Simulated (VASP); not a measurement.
# CuF (P6_3/mmc) in VASP: settings compared

CuF is run at these levels: PBE-based screened hybrid with 15 % exact exchange, HSE06; tasks: single point.

Program: VASP 6.6.1. These are calculated values, not measurements. Logs are shortened: lines on timing, memory, paths and dates and some standing lists are left out, and cuts for length are marked.

## Step 1: The cell of the first run

It takes space group P6_3/mmc (No. 194, hexagonal). The conventional cell has a = 2.763 Å, b = 2.763 Å, c = 6.402 Å, α = 90.00°, β = 90.00°, γ = 120.00°. Within 3.0 Å of Cu (site symmetry -3m) lie 6 F at 2.26 Å and 6 Cu at 2.76 Å. F (site symmetry -6m2) has 6 Cu at 2.26 Å and 6 F at 2.76 Å within 3.0 Å.

## Step 2: Single point, PBE-based screened hybrid with 15 % exact exchange

Input file POSCAR:

```
CuF
1.0
    2.7625361970      0.0000000000      0.0000000000
   -1.3812680985      2.3924265254      0.0000000000
    0.0000000000      0.0000000000      6.4019833364
Cu F
2 2
Direct
    0.0000000000      0.0000000000      0.0000000000
    0.0000000000      0.0000000000      0.5000000000
    0.3333333333      0.6666666667      0.2500000000
    0.6666666667      0.3333333333      0.7500000000
```

Input file INCAR.step1:

```
SYSTEM = CuF
PREC = Accurate
ENCUT = 520
EDIFF = 1E-5
ISMEAR = -1
SIGMA = 0.02
LREAL = .FALSE.
LASPH = .TRUE.
NELM = 100
ALGO = Normal
ISIF = 2
LWAVE = .TRUE.
LCHARG = .FALSE.
NBANDS = 26
GGA = PE
```

Input file INCAR.step2:

```
SYSTEM = CuF
PREC = Accurate
ENCUT = 520
EDIFF = 1E-6
ISMEAR = -1
SIGMA = 0.02
LREAL = .FALSE.
LASPH = .TRUE.
NELM = 100
ALGO = Normal
ISIF = 2
LWAVE = .FALSE.
LCHARG = .FALSE.
GGA = PE
LHFCALC = .TRUE.
AEXX = 0.15
HFSCREEN = 0.3
PRECFOCK = Normal
NBANDS = 26
ISTART = 1
```

Input file KPOINTS:

```
regular mesh
0
G
  6 6 2
  0 0 0
```

Potentials or basis: VASP PAW PBE potentials, release 64 (Cu, F).

Launch:

```
$ cat potpaw_PBE.64/Cu/POTCAR potpaw_PBE.64/F/POTCAR > POTCAR
$ cp INCAR.step1 INCAR
$ mpirun -np 1 vasp_std > vasp.out
$ cp INCAR.step2 INCAR
$ mpirun -np 1 vasp_std > vasp.out
```

OUTCAR:

```text
SYSTEM = CuF
   PREC = Accurate
   ENCUT = 520
   EDIFF = 1E-6
   ISMEAR = -1
   LREAL = .FALSE.
   LASPH = .TRUE.
   NELM = 100
   ISIF = 2
   GGA = PE
   LHFCALC = .TRUE.
   AEXX = 0.15
   HFSCREEN = 0.3
   PRECFOCK = Normal
   ISTART = 1

 ion  position               nearest neighbor table
   1  0.000  0.000  0.000-   3 2.26   4 2.26   3 2.26   4 2.26   4 2.26   3 2.26
   2  0.000  0.000  0.500-   3 2.26   4 2.26   3 2.26   4 2.26   4 2.26   3 2.26
   3  0.333  0.667  0.250-   1 2.26   2 2.26   1 2.26   2 2.26   1 2.26   2 2.26
   4  0.667  0.333  0.750-   1 2.26   2 2.26   1 2.26   2 2.26   1 2.26   2 2.26

  LATTYP: Found a hexagonal cell.
 ALAT       =     2.7625361970
 C/A-ratio  =     2.3174296660

  Lattice vectors:

 A1 = (   2.7625361970,   0.0000000000,   0.0000000000)
 A2 = (  -1.3812680985,   2.3924265254,   0.0000000000)
 A3 = (   0.0000000000,   0.0000000000,   6.4019833364)

Analysis of symmetry for initial positions (statically):
=====================================================================
 Subroutine PRICEL returns:
 Original cell was already a primitive cell.

 Routine SETGRP: Setting up the symmetry group for a
 hexagonal supercell.

 Subroutine GETGRP returns: Found 24 space group operations
 (whereof 12 operations were pure point group operations)
 out of a pool of 24 trial point group operations.

The static configuration has the point symmetry D_3d.
 The point group associated with its full space group is D_6h.

Analysis of symmetry for dynamics (positions and initial velocities):
=====================================================================
 Subroutine PRICEL returns:
 Original cell was already a primitive cell.

 Routine SETGRP: Setting up the symmetry group for a
 hexagonal supercell.

 Subroutine GETGRP returns: Found 24 space group operations
 (whereof 12 operations were pure point group operations)
 out of a pool of 24 trial point group operations.

The dynamic configuration has the point symmetry D_3d.
 The point group associated with its full space group is D_6h.

 Subroutine INISYM returns: Found 24 space group operations
 (whereof 12 operations are pure point group operations),
 and found     1 'primitive' translations

----------------------------------------------------------------------------------------

                                     Primitive cell

  volume of cell :      42.3118

  direct lattice vectors                    reciprocal lattice vectors
     2.762536197  0.000000000  0.000000000     0.361986207  0.208992834  0.000000000
    -1.381268099  2.392426525  0.000000000     0.000000000  0.417985668  0.000000000
     0.000000000  0.000000000  6.401983336     0.000000000  0.000000000  0.156201594

  length of vectors
     2.762536197  2.762536197  6.401983336     0.417985668  0.417985668  0.156201594

  position of ions in fractional coordinates (direct lattice)
     0.000000000  0.000000000  0.000000000
     0.000000000  0.000000000  0.500000000
     0.333333333  0.666666667  0.250000000
     0.666666667  0.333333333  0.750000000

  ion indices of the primitive-cell ions
   primitive index   ion index
                 1           1
                 2           2
                 3           3
                 4           4

----------------------------------------------------------------------------------------

 KPOINTS: regular mesh

Automatic generation of k-mesh.
 Grid dimensions read from file:
 generate k-points for:    6    6    2

 Generating k-lattice:

  Cartesian coordinates                     Fractional coordinates (reciprocal lattice)
     0.060331035  0.034832139  0.000000000     0.166666667 -0.000000000  0.000000000
     0.000000000  0.069664278  0.000000000     0.000000000  0.166666667  0.000000000
     0.000000000  0.000000000  0.078100797     0.000000000  0.000000000  0.500000000

  Length of vectors
     0.069664278  0.069664278  0.078100797

  Shift w.r.t. Gamma in fractional coordinates (k-lattice)
     0.000000000  0.000000000  0.000000000

 Subroutine IBZKPT returns following result:
 ===========================================

 Found     14 irreducible k-points:

 Following reciprocal coordinates:
            Coordinates               Weight
  0.000000  0.000000  0.000000      1.000000
  0.166667  0.000000  0.000000      6.000000
  0.333333  0.000000  0.000000      6.000000
  0.500000  0.000000  0.000000      3.000000
  0.166667  0.166667  0.000000      6.000000
  0.333333  0.166667  0.000000     12.000000
  0.333333  0.333333  0.000000      2.000000
  0.000000  0.000000  0.500000      1.000000
  0.166667  0.000000  0.500000      6.000000
  0.333333  0.000000  0.500000      6.000000
  0.500000  0.000000  0.500000      3.000000
  0.166667  0.166667  0.500000      6.000000
  0.333333  0.166667  0.500000     12.000000
  0.333333  0.333333  0.500000      2.000000
   k-points           NKPTS =     14   k-points in BZ     NKDIM =     72   number of bands    NBANDS=     26
   number of dos      NEDOS =    301   number of ions     NIONS =      4
   total plane-waves  NPLWV =  27648
   dimension x,y,z NGX =    24 NGY =   24 NGZ =   48
   dimension x,y,z NGXF=    48 NGYF=   48 NGZF=   96
   ions per type =               2   2
   NGX,Y,Z   is equivalent  to a cutoff of  14.44, 14.44, 12.46 a.u.
   NGXF,Y,Z  is equivalent  to a cutoff of  28.89, 28.89, 24.93 a.u.
 SYSTEM =  CuF
   PREC   = accura    normal or accurate (medium, high low for compatibility)
   ISTART =      1    job   : 0-new  1-cont  2-samecut
   ICHARG =      0    charge: 1-file 2-atom 10-const
   ISPIN  =      1    spin polarized calculation?
   LNONCOLLINEAR =      F non collinear calculations
   LSORBIT =      F    spin-orbit coupling
   LASPH  =      T    aspherical Exc in radial PAW
   ENCUT  =  520.0 eV  38.22 Ry    6.18 a.u.   5.14  5.14 11.90*2*pi/ulx,y,z
   NELM   =    100;   NELMIN=  2; NELMDL=  0     # of ELM steps
   EDIFF  = 0.1E-05   stopping-criterion for ELM
   LREAL  =      F    real-space projection
   EDIFFG = 0.1E-04   stopping-criterion for IOM
   NSW    =      0    number of steps for IOM
   IBRION =     -1    ionic relax: 0-MD 1-quasi-New 2-CG
   NFREE  =      0    steps in history (QN), initial steepest desc. (CG)
   ISIF   =      2    stress and relaxation
   ISYM   =      3    0-nonsym 1-usesym 2-fastsym
   POTIM  = 0.5000    time-step for ionic-motion
   TEBEG  =    0.0;   TEEND  =   0.0 temperature during run
   PSTRESS=    0.0 pullay stress
   NELECT =      36.0000    total number of electrons
   NUPDOWN=      -1.0000    fix difference up-down
   EMIN   =  10.00;   EMAX   =-10.00  energy-range for DOS
   EFERMI =   0.00;   METHOD = LEGACY
   ISMEAR =    -1;   SIGMA  =   0.02  broadening in eV -4-tet -1-fermi 0-gaus
   EFERMI_NEDOS =   21; number of points for ismear=-14 and -15
   IALGO  =     38    algorithm
   IMIX   =      1    mixing-type and parameters
     AMIX     =   0.40;   BMIX     =  1.00
     AMIX_MAG =   1.60;   BMIX_MAG =  1.00
  volume/ion in A,a.u.               =      10.58        71.38
  Fermi-wavevector in a.u.,A,eV,Ry     =   1.551274  2.931484 32.741770  2.406452
  Thomas-Fermi vector in A             =   2.655817
   LORBIT       =      0    0 simple, 1 ext, 2 COOP (PROOUT), +10 PAW based schemes
   GGA     = PE    functional components
   LHFCALC =     T    Hartree Fock is set to
   PRECFOCK=normal    Normal, Fast or Accurate (Low or Medium for compatibility)
   ENCUT4O =  -1.0   cutoff for four orbital integrals eV
   NKREDX  =     1    reduce k-point grid by
   NKREDY  =     1    reduce k-point grid by
   NKREDZ  =     1    reduce k-point grid by
   AEXX    =    0.1500 exact exchange contribution
   HFSCREEN=    0.3000 screening length (either q_TF or 0.3 A-1)
   HFSCREENC=   0.3000 screening length for correlation (either q_TF or 0.3 A-1)
   ENCUTFOCK=  -1.0 apply spherical cutoff to Coloumb kernel
   IVDW    =     0    specifies the selected vdW correction
   LEPSILON=     F    determine dielectric tensor
   LRPA    =     F    only Hartree local field effects (RPA)
 non-spin polarized calculation
  energy-cutoff  :      520.00
  volume of cell :       42.31
 maximum number of plane-waves:      1148
 NGX is ok and might be reduce to    24
  NGX = 16; NGY = 16; NGZ = 40

 number of electron      35.9999993 magnetization

 Free energy of the ion-electron system (eV)
  ---------------------------------------------------
  ext. energy  EPLUGINS =         0.00000000
  ---------------------------------------------------
  free energy    TOTEN  =       -15.97718630 eV

  energy without entropy =      -15.97596250  energy(sigma->0) =      -15.97657440

 E-fermi :   4.1110     XC(G=0): -10.4030

 val. band max:        4.0952332371   @ k =   0.5000   0.0000   0.0000
 cond. band min:       4.9662922725   @ k =   0.1667   0.0000   0.0000
 fundamental gap:      0.8710590354
 Fermi energy:         4.1109538088

 k-point     1 :       0.0000    0.0000    0.0000
  band No.  band energies     occupation
      1     -21.2764      2.00000
      2     -21.1038      2.00000
      3      -4.3239      2.00000
      4      -1.8786      2.00000
      5      -0.5483      2.00000
      6      -0.5483      2.00000
[... 18 lines left out ...]
     25      24.3721      0.00000
     26      26.1996      0.00000

 k-point     2 :       0.1667    0.0000    0.0000
  band No.  band energies     occupation
      1     -21.1247      2.00000
      2     -20.9856      2.00000
      3      -3.8798      2.00000
      4      -1.9637      2.00000
      5      -1.2433      2.00000
      6      -1.1760      2.00000
[... 18 lines left out ...]
     25      22.3068      0.00000
     26      22.9973      0.00000

 k-point     3 :       0.3333    0.0000    0.0000
  band No.  band energies     occupation
      1     -20.8049      2.00000
      2     -20.7406      2.00000
      3      -2.9110      2.00000
      4      -2.8296      2.00000
      5      -2.3397      2.00000
      6      -2.1055      2.00000
[... 18 lines left out ...]
     25      20.0531      0.00000
     26      21.2367      0.00000

 k-point     4 :       0.5000    0.0000    0.0000
  band No.  band energies     occupation
      1     -20.6287      2.00000
      2     -20.6200      2.00000
      3      -3.4925      2.00000
      4      -2.8680      2.00000
      5      -2.4496      2.00000
      6      -2.0814      2.00000
[... 18 lines left out ...]
     25      20.1496      0.00000
     26      20.3451      0.00000

 k-point     5 :       0.1667    0.1667    0.0000
  band No.  band energies     occupation
      1     -20.8881      2.00000
      2     -20.8026      2.00000
      3      -3.1649      2.00000
      4      -2.3174      2.00000
      5      -2.0795      2.00000
      6      -1.9400      2.00000
[... 18 lines left out ...]
     25      18.5217      0.00000
     26      21.2879      0.00000

 k-point     6 :       0.3333    0.1667    0.0000
  band No.  band energies     occupation
      1     -20.6372      2.00000
      2     -20.6147      2.00000
      3      -3.1073      2.00000
      4      -2.5987      2.00000
      5      -2.4172      2.00000
      6      -2.1490      2.00000
[... 137 lines left out ...]
 k-point    11 :       0.5000    0.0000    0.5000
  band No.  band energies     occupation
      1     -20.6241      2.00000
      2     -20.6241      2.00000
      3      -3.2556      2.00000
      4      -3.2556      2.00000
      5      -2.2042      2.00000
      6      -2.2042      2.00000
[... 18 lines left out ...]
     25      20.4106      0.00000
     26      20.4106      0.00000

 k-point    12 :       0.1667    0.1667    0.5000
  band No.  band energies     occupation
      1     -20.8457      2.00000
      2     -20.8457      2.00000
      3      -2.8593      2.00000
      4      -2.8593      2.00000
      5      -1.8837      2.00000
      6      -1.8837      2.00000
[... 18 lines left out ...]
     25      19.5817      0.00000
     26      19.5817      0.00000

 k-point    13 :       0.3333    0.1667    0.5000
  band No.  band energies     occupation
      1     -20.6261      2.00000
      2     -20.6261      2.00000
      3      -2.9402      2.00000
      4      -2.9402      2.00000
      5      -2.1920      2.00000
      6      -2.1920      2.00000
[... 18 lines left out ...]
     25      18.0774      0.00000
     26      18.0774      0.00000

 k-point    14 :       0.3333    0.3333    0.5000
  band No.  band energies     occupation
      1     -20.5519      2.00000
      2     -20.5519      2.00000
      3      -2.3705      2.00000
      4      -2.3705      2.00000
      5      -2.3321      2.00000
      6      -2.3321      2.00000
[... 18 lines left out ...]
     25      18.3111      0.00000
     26      18.3111      0.00000

------------------------ aborting loop because EDIFF is reached ----------------------------------------

  FORCE on cell =-STRESS in cart. coord.  units (eV):
  Direction    XX          YY          ZZ          XY          YZ          ZX
  --------------------------------------------------------------------------------------
  -------------------------------------------------------------------------------------
  Total        1.2787722      1.2787722      0.7934218      0.0000000      0.0000000      0.0000000
  in kB       48.4219917     48.4219917     30.0437102      0.0000000      0.0000000      0.0000000
  external PRESSURE =      42.2958978 kB  Pullay stress =       0.0000000 kB

 VOLUME and BASIS-vectors are now :
 -----------------------------------------------------------------------------
  energy-cutoff  :      520.00
  volume of cell :       42.31
      direct lattice vectors                 reciprocal lattice vectors
     2.762536197  0.000000000  0.000000000     0.361986207  0.208992834  0.000000000
    -1.381268099  2.392426525  0.000000000     0.000000000  0.417985668  0.000000000
     0.000000000  0.000000000  6.401983336     0.000000000  0.000000000  0.156201594

 POSITION                                       TOTAL-FORCE (eV/Angst)
 -----------------------------------------------------------------------------------
      0.00000      0.00000      0.00000        -0.000000      0.000000      0.000000
      0.00000      0.00000      3.20099         0.000000      0.000000      0.000000
     -0.00000      1.59495      1.60050         0.000000     -0.000000     -0.000000
      1.38127      0.79748      4.80149        -0.000000      0.000000      0.000000
 -----------------------------------------------------------------------------------
    total drift:                                0.000005     -0.000005      0.000000

  FREE ENERGIE OF THE ION-ELECTRON SYSTEM (eV)
  ---------------------------------------------------
  free  energy   TOTEN  =       -15.9771862971 eV

  energy  without entropy=      -15.9759625008  energy(sigma->0) =      -15.97657440
```

Wall time 66 min (1 thread of Intel Xeon 8259CL, shared host); peak memory 0.29 GiB.

Results:

- Free energy: -15.9772 eV
- Pressure: 4.2 GPa
- Band gap on the k mesh: zero (bands 18 and 19 overlap by 0.09 eV)

Caveat: the k points lie up to 0.49 Å⁻¹ apart; the PAW data sets were made with another functional, which shifts forces and pressure a little.

[end of part 1 of 2]

The gap in the log of VASP goes by the Fermi energy; the results here count the filled bands.